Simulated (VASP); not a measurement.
# Al2BiBr (P-4m2) in VASP: relaxation of cell and atoms with PBE

Aim: the relaxation of cell and atoms of Al2BiBr with PBE.

All numbers are computed with VASP 6.6.1; they aren't measurements. Logs are shortened: lines on timing, memory, paths and dates and some standing lists are left out, and cuts for length are marked.

### 1 The cell of the first run

It takes space group P-4m2 (No. 115, tetragonal). The conventional cell has a = 4.733 Å, b = 4.733 Å, c = 6.526 Å, α = 90.00°, β = 90.00°, γ = 90.00°. Within 3.8 Å of Al (site symmetry 2mm) lie 2 Bi at 2.85 Å and 2 Br at 2.90 Å. Within 3.8 Å of Bi (site symmetry -4m2) lie 4 Al at 2.85 Å. Br (site symmetry -4m2) has 4 Al at 2.90 Å within 3.8 Å.

### 2 Relaxation of cell and atoms, PBE

Input file INCAR:

```
SYSTEM = Al2BiBr
ALGO = Normal
EDIFF = 1E-6
EDIFFG = -0.01
ENCUT = 600
GGA = PE
IBRION = 2
ISIF = 3
ISMEAR = 0
LASPH = .TRUE.
LCHARG = .FALSE.
LREAL = .FALSE.
LWAVE = .FALSE.
NELM = 100
NSW = 100
PREC = Accurate
SIGMA = 0.1
```

Input file KPOINTS:

```
k-points
0
G
  10 10 8
  0 0 0
```

Input file POSCAR:

```
Al2BiBr
1.0
    4.7331523779      0.0000000000      0.0000000000
    0.0000000000      4.7331523779      0.0000000000
    0.0000000000      0.0000000000      6.5260650464
Al Bi Br
2 1 1
Direct
    0.5000000000      0.0000000000      0.7436240904
    0.0000000000      0.5000000000      0.2563759096
    0.0000000000      0.0000000000      0.5000000000
    0.5000000000      0.5000000000      0.0000000000
```

Potentials or basis: VASP PAW PBE potentials, release 64 (Al, Bi_d, Br).

The run is started by

```console
$ cat potpaw_PBE.64/Al/POTCAR potpaw_PBE.64/Bi_d/POTCAR potpaw_PBE.64/Br/POTCAR > POTCAR
$ mpirun -np 1 vasp_std > vasp.out
```

OUTCAR:

```text
SYSTEM = Al2BiBr
   EDIFF = 1E-6
   EDIFFG = -0.01
   ENCUT = 600
   GGA = PE
   IBRION = 2
   ISIF = 3
   ISMEAR = 0
   LASPH = .TRUE.
   LREAL = .FALSE.
   NELM = 100
   NSW = 100
   PREC = Accurate

 ion  position               nearest neighbor table
   1  0.500  0.000  0.744-   3 2.85   3 2.85   4 2.90   4 2.90
   2  0.000  0.500  0.256-   3 2.85   3 2.85   4 2.90   4 2.90
   3  0.000  0.000  0.500-   1 2.85   2 2.85   2 2.85   1 2.85
   4  0.500  0.500  0.000-   1 2.90   2 2.90   1 2.90   2 2.90

  LATTYP: Found a simple tetragonal cell.
 ALAT       =     4.7331523779
 C/A-ratio  =     1.3787988481

  Lattice vectors:

 A1 = (   4.7331523779,   0.0000000000,   0.0000000000)
 A2 = (   0.0000000000,   4.7331523779,   0.0000000000)
 A3 = (   0.0000000000,   0.0000000000,   6.5260650464)

Analysis of symmetry for initial positions (statically):
=====================================================================
 Subroutine PRICEL returns:
 Original cell was already a primitive cell.

 Routine SETGRP: Setting up the symmetry group for a
 simple tetragonal supercell.

 Subroutine GETGRP returns: Found  8 space group operations
 (whereof  8 operations were pure point group operations)
 out of a pool of 16 trial point group operations.

The static configuration has the point symmetry D_2d.

Analysis of symmetry for dynamics (positions and initial velocities):
=====================================================================
 Subroutine PRICEL returns:
 Original cell was already a primitive cell.

 Routine SETGRP: Setting up the symmetry group for a
 simple tetragonal supercell.

 Subroutine GETGRP returns: Found  8 space group operations
 (whereof  8 operations were pure point group operations)
 out of a pool of 16 trial point group operations.

The dynamic configuration has the point symmetry D_2d.

 Subroutine INISYM returns: Found  8 space group operations
 (whereof  8 operations are pure point group operations),
 and found     1 'primitive' translations

----------------------------------------------------------------------------------------

                                     Primitive cell

  volume of cell :     146.2017

  direct lattice vectors                    reciprocal lattice vectors
     4.733152378  0.000000000  0.000000000     0.211275683  0.000000000  0.000000000
     0.000000000  4.733152378  0.000000000     0.000000000  0.211275683  0.000000000
     0.000000000  0.000000000  6.526065046     0.000000000  0.000000000  0.153231694

  length of vectors
     4.733152378  4.733152378  6.526065046     0.211275683  0.211275683  0.153231694

  position of ions in fractional coordinates (direct lattice)
     0.500000000  0.000000000  0.743624090
     0.000000000  0.500000000  0.256375910
     0.000000000  0.000000000  0.500000000
     0.500000000  0.500000000  0.000000000

  ion indices of the primitive-cell ions
   primitive index   ion index
                 1           1
                 2           2
                 3           3
                 4           4

----------------------------------------------------------------------------------------

 KPOINTS: k-points

Automatic generation of k-mesh.
 Grid dimensions read from file:
 generate k-points for:   10   10    8

 Generating k-lattice:

  Cartesian coordinates                     Fractional coordinates (reciprocal lattice)
     0.021127568  0.000000000  0.000000000     0.100000000  0.000000000  0.000000000
     0.000000000  0.021127568  0.000000000     0.000000000  0.100000000  0.000000000
     0.000000000  0.000000000  0.019153962     0.000000000  0.000000000  0.125000000

  Length of vectors
     0.021127568  0.021127568  0.019153962

  Shift w.r.t. Gamma in fractional coordinates (k-lattice)
     0.000000000  0.000000000  0.000000000

 Subroutine IBZKPT returns following result:
 ===========================================

 Found    105 irreducible k-points:

 Following reciprocal coordinates:
            Coordinates               Weight
  0.000000  0.000000  0.000000      1.000000
  0.100000  0.000000  0.000000      4.000000
  0.200000  0.000000  0.000000      4.000000
  0.300000  0.000000  0.000000      4.000000
  0.400000  0.000000  0.000000      4.000000
  0.500000  0.000000  0.000000      2.000000
[... 16 lines left out ...]
  0.100000  0.000000  0.125000      8.000000
  0.200000  0.000000  0.125000      8.000000
 [... further k-points ...]
   k-points           NKPTS =    105   k-points in BZ     NKDIM =    105   number of bands    NBANDS=     18
   number of dos      NEDOS =    301   number of ions     NIONS =      4
   total plane-waves  NPLWV =  86400
   dimension x,y,z NGX =    40 NGY =   40 NGZ =   54
   dimension x,y,z NGXF=    80 NGYF=   80 NGZF=  108
   ions per type =               2   1   1
   NGX,Y,Z   is equivalent  to a cutoff of  14.05, 14.05, 13.76 a.u.
   NGXF,Y,Z  is equivalent  to a cutoff of  28.10, 28.10, 27.51 a.u.
 SYSTEM =  Al2BiBr
   PREC   = accura    normal or accurate (medium, high low for compatibility)
   ISTART =      0    job   : 0-new  1-cont  2-samecut
   ICHARG =      2    charge: 1-file 2-atom 10-const
   ISPIN  =      1    spin polarized calculation?
   LNONCOLLINEAR =      F non collinear calculations
   LSORBIT =      F    spin-orbit coupling
   LASPH  =      T    aspherical Exc in radial PAW
   ENCUT  =  600.0 eV  44.10 Ry    6.64 a.u.   9.45  9.45 13.03*2*pi/ulx,y,z
   NELM   =    100;   NELMIN=  2; NELMDL= -5     # of ELM steps
   EDIFF  = 0.1E-05   stopping-criterion for ELM
   LREAL  =      F    real-space projection
   EDIFFG = -.1E-01   stopping-criterion for IOM
   NSW    =    100    number of steps for IOM
   IBRION =      2    ionic relax: 0-MD 1-quasi-New 2-CG
   NFREE  =      1    steps in history (QN), initial steepest desc. (CG)
   ISIF   =      3    stress and relaxation
   ISYM   =      2    0-nonsym 1-usesym 2-fastsym
   POTIM  = 0.5000    time-step for ionic-motion
   TEBEG  =    0.0;   TEEND  =   0.0 temperature during run
   PSTRESS=    0.0 pullay stress
   NELECT =      28.0000    total number of electrons
   NUPDOWN=      -1.0000    fix difference up-down
   EMIN   =  10.00;   EMAX   =-10.00  energy-range for DOS
   EFERMI =   0.00;   METHOD = LEGACY
   ISMEAR =     0;   SIGMA  =   0.10  broadening in eV -4-tet -1-fermi 0-gaus
   EFERMI_NEDOS =   21; number of points for ismear=-14 and -15
   IALGO  =     38    algorithm
   IMIX   =      4    mixing-type and parameters
     AMIX     =   0.40;   BMIX     =  1.00
     AMIX_MAG =   1.60;   BMIX_MAG =  1.00
  volume/ion in A,a.u.               =      36.55       246.65
  Fermi-wavevector in a.u.,A,eV,Ry     =   0.943648  1.783236 12.115602  0.890472
  Thomas-Fermi vector in A             =   2.071376
   LORBIT       =      0    0 simple, 1 ext, 2 COOP (PROOUT), +10 PAW based schemes
   GGA     = PE    functional components
   LHFCALC =     F    Hartree Fock is set to
   AEXX    =    0.0000 exact exchange contribution
   IVDW    =     0    specifies the selected vdW correction
   LEPSILON=     F    determine dielectric tensor
   LRPA    =     F    only Hartree local field effects (RPA)
 conjugate gradient relaxation of ions
 non-spin polarized calculation
 Gauss-broadening in eV      SIGMA  =   0.10
  energy-cutoff  :      600.00
  volume of cell :      146.20
 maximum number of plane-waves:      4914
 NGX is ok and might be reduce to    40
   NGX = 19   NGY = 19   NGZ = 27

--------------------------------------- Ionic step        1  -------------------------------------------

 number of electron      28.0000000 magnetization

 Free energy of the ion-electron system (eV)
  ---------------------------------------------------
  ext. energy  EPLUGINS =         0.00000000
  ---------------------------------------------------
  free energy    TOTEN  =       -12.16974627 eV

  energy without entropy =      -12.16004394  energy(sigma->0) =      -12.16489510

------------------------ aborting loop because EDIFF is reached ----------------------------------------

  FORCE on cell =-STRESS in cart. coord.  units (eV):
  Direction    XX          YY          ZZ          XY          YZ          ZX
  --------------------------------------------------------------------------------------
  -------------------------------------------------------------------------------------
  Total       -0.1487005     -0.1487005     -0.0119810      0.0000000      0.0000000      0.0000000
  in kB       -1.6295615     -1.6295615     -0.1312960      0.0000000      0.0000000      0.0000000
  external PRESSURE =      -1.1301397 kB  Pullay stress =       0.0000000 kB

 VOLUME and BASIS-vectors are now :
 -----------------------------------------------------------------------------
  energy-cutoff  :      600.00
  volume of cell :      146.20
      direct lattice vectors                 reciprocal lattice vectors
     4.733152378  0.000000000  0.000000000     0.211275683  0.000000000  0.000000000
     0.000000000  4.733152378  0.000000000     0.000000000  0.211275683  0.000000000
     0.000000000  0.000000000  6.526065046     0.000000000  0.000000000  0.153231694
[... 191 lines left out ...]
 POSITION                                       TOTAL-FORCE (eV/Angst)
 -----------------------------------------------------------------------------------
      2.35227      0.00000      4.88648         0.000000     -0.000000     -0.011201
      0.00000      2.35227      1.66173         0.000000     -0.000000      0.011201
      0.00000      0.00000      3.27410        -0.000000     -0.000000      0.000000
      2.35227      2.35227      0.00000         0.000000      0.000000      0.000000
 -----------------------------------------------------------------------------------
    total drift:                               -0.000000     -0.000000     -0.000000

  FREE ENERGIE OF THE ION-ELECTRON SYSTEM (eV)
  ---------------------------------------------------
  free  energy   TOTEN  =       -12.1715511498 eV

  energy  without entropy=      -12.1622579699  energy(sigma->0) =      -12.16690456

--------------------------------------- Ionic step        7  -------------------------------------------

 number of electron      27.9999998 magnetization

 Free energy of the ion-electron system (eV)
  ---------------------------------------------------
  ext. energy  EPLUGINS =         0.00000000
  ---------------------------------------------------
  free energy    TOTEN  =       -12.17155868 eV

  energy without entropy =      -12.16226158  energy(sigma->0) =      -12.16691013

 E-fermi :   3.3481     XC(G=0):  -7.7368

 val. band max:        3.3431784420   @ k =   0.3000   0.3000   0.3750
 cond. band min:       3.3557824174   @ k =   0.4000   0.1000   0.3750
 fundamental gap:      0.0126039754
 Fermi energy:         3.3481161345

 k-point     1 :       0.0000    0.0000    0.0000
  band No.  band energies     occupation
      1     -19.5528      2.00000
      2     -19.5528      2.00000
      3     -19.5477      2.00000
      4     -19.5245      2.00000
      5     -19.4906      2.00000
      6     -13.2606      2.00000
[... 10 lines left out ...]
     17       5.2623      0.00000
     18       5.2665      0.00000
[... 463 lines left out ...]
 k-point    24 :       0.2000    0.0000    0.1250
  band No.  band energies     occupation
      1     -19.5537      2.00000
      2     -19.5528      2.00000
      3     -19.5471      2.00000
      4     -19.5224      2.00000
      5     -19.4911      2.00000
      6     -13.2441      2.00000
[... 10 lines left out ...]
     17       5.3254      0.00000
     18       5.4424      0.00000

 [... further k-points ...]
[... 5 lines left out ...]
  --------------------------------------------------------------------------------------
  -------------------------------------------------------------------------------------
  Total        0.0080989      0.0080989      0.0213035      0.0000000      0.0000000      0.0000000
  in kB        0.0895607      0.0895607      0.2355831      0.0000000      0.0000000      0.0000000
  external PRESSURE =       0.1382348 kB  Pullay stress =       0.0000000 kB

 VOLUME and BASIS-vectors are now :
 -----------------------------------------------------------------------------
  energy-cutoff  :      600.00
  volume of cell :      144.88
      direct lattice vectors                 reciprocal lattice vectors
     4.704774215  0.000000000  0.000000000     0.212550051  0.000000000  0.000000000
     0.000000000  4.704774215  0.000000000     0.000000000  0.212550051  0.000000000
     0.000000000  0.000000000  6.545456388     0.000000000 -0.000000000  0.152777735

 POSITION                                       TOTAL-FORCE (eV/Angst)
 -----------------------------------------------------------------------------------
      2.35239      0.00000      4.88358        -0.000000      0.000000     -0.006560
      0.00000      2.35239      1.66188        -0.000000     -0.000000      0.006560
      0.00000      0.00000      3.27273         0.000000      0.000000      0.000000
      2.35239      2.35239      0.00000        -0.000000     -0.000000      0.000000
 -----------------------------------------------------------------------------------
    total drift:                               -0.000000     -0.000000      0.000000

  FREE ENERGIE OF THE ION-ELECTRON SYSTEM (eV)
  ---------------------------------------------------
  free  energy   TOTEN  =       -12.1715586769 eV

  energy  without entropy=      -12.1622615799  energy(sigma->0) =      -12.16691013

 reached required accuracy - stopping structural energy minimisation
```

Run time: 28 min. Hardware: 1 thread of AMD EPYC 7R13, shared host; peak memory 0.56 GiB.

What came out:

```yaml
Free_energy: -12.1716 eV
Relaxed_volume: 36.22 Å³/atom
Relaxed_cell: a = 4.705 Å, b = 4.705 Å, c = 6.545 Å, α = 90.00°, β = 90.00°, γ = 90.00°
Space_group_after_relaxing_to_0.05_Å: P-4m2 (No. 115)
Energy_gained_by_relaxing: 0.5 meV/atom
Ionic_steps: 7
Pressure_after_relaxing: 0.0 GPa
Largest_force_after_relaxing: 0.007 eV/Å
Band_gap_on_the_k_mesh: zero (band 14 reaches 4.18 eV, above the bottom of band 15 at 2.72 eV)
```

Forces on the atoms (eV/Å):
```
Al   0.000  0.000 -0.007
Al   0.000  0.000  0.007
Bi   0.000  0.000  0.000
Br   0.000  0.000  0.000
```

The path:
| step | energy change (eV) | largest force (eV/Å) | pressure (GPa) | volume (Å³) |
| --- | --- | --- | --- | --- |
| 1 | 0.0000 | 0.0615 | -0.11 | 146.20 |
| 2 | -0.0008 | 0.0528 | -0.06 | 145.66 |
| 3 | -0.0014 | 0.0296 | 0.11 | 144.29 |
| 4 | -0.0014 | 0.0331 | 0.10 | 144.50 |
| 5 | -0.0018 | 0.0075 | 0.04 | 144.75 |
| 6 | -0.0018 | 0.0112 | 0.01 | 144.93 |
| 7 | -0.0018 | 0.0066 | 0.01 | 144.88 |

Final structure:
```
Al Bi Br
1.0
     4.70477    0.00000    0.00000
     0.00000    4.70477    0.00000
     0.00000    0.00000    6.54546
Al Bi Br
2 1 1
Direct
  0.50000 0.00000 0.74610
  0.00000 0.50000 0.25390
  0.00000 0.00000 0.50000
  0.50000 0.50000 0.00000
```

Caveat: spin-orbit coupling is left out, which moves the levels of the heavy elements.
